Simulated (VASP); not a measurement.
A run of VASP 6.6.1 is set up as follows.

File POSCAR:

```
ZrB
1.0
    0.0000000000      2.3250000000      2.3250000000
    2.3250000000      0.0000000000      2.3250000000
    2.3250000000      2.3250000000      0.0000000000
Zr B
1 1
Direct
    0.0000000000      0.0000000000      0.0000000000
    0.5000000000      0.5000000000      0.5000000000
```

INCAR.step1

```
PREC     = Accurate       # precision mode
ENCUT    = 600            # plane-wave cutoff, eV
EDIFF    = 1E-5           # SCF threshold, eV
ISMEAR   = -1             # smearing method
SIGMA    = 0.05           # smearing width, eV
LREAL    = F              # projectors in reciprocal space
LASPH    = T              # aspherical terms in the spheres
NELM     = 60             # most SCF steps
ALGO     = Normal         # electronic algorithm
LWAVE    = T              # write WAVECAR
LCHARG   = F              # write CHGCAR
GGA      = PE             # functional
NBANDS   = 14             # bands
```

File INCAR.step2:

```
PREC     = Accurate       # precision mode
ENCUT    = 600            # plane-wave cutoff, eV
EDIFF    = 1E-6           # SCF threshold, eV
ISMEAR   = -1             # smearing method
SIGMA    = 0.05           # smearing width, eV
LREAL    = F              # projectors in reciprocal space
LASPH    = T              # aspherical terms in the spheres
NELM     = 60             # most SCF steps
ALGO     = Normal         # electronic algorithm
ISIF     = 3              # what is computed and relaxed
LWAVE    = F              # write WAVECAR
LCHARG   = F              # write CHGCAR
GGA      = PE             # functional
LHFCALC  = T              # exact exchange
HFSCREEN = 0.2079         # screening, 1/A
PRECFOCK = Normal       
IBRION   = 2              # ionic algorithm
NSW      = 60             # ionic steps
EDIFFG   = -0.01          # ionic threshold
ISTART   = 1
```

Contents of KPOINTS:

```
regular mesh
0
Gamma
  5 5 5
```

Potentials or basis: VASP PAW PBE potentials, release 64 (Zr_sv, B).

Command:

```bash
$ cat potpaw_PBE.64/Zr_sv/POTCAR potpaw_PBE.64/B/POTCAR > POTCAR
$ cp INCAR.step1 INCAR
$ mpirun -np 1 vasp_std > vasp.out
$ cp INCAR.step2 INCAR
$ mpirun -np 1 vasp_std > vasp.out
```

(1) What does it give for the relaxed cell?

(2) What does it give for the relaxed volume?

Results:

(1) a = 3.460 Å, b = 3.460 Å, c = 3.460 Å, α = 60.00°, β = 60.00°, γ = 60.00°.

(2) 14.64 Å³/atom.

Caveat: the k points lie up to 0.44 Å⁻¹ apart in the final cell, too coarse for converged energies and pressures of a metal; the volume moved by over 15 % at a fixed basis, so the end points are rough; the PAW data sets were made with another functional, which shifts forces and pressure a little.
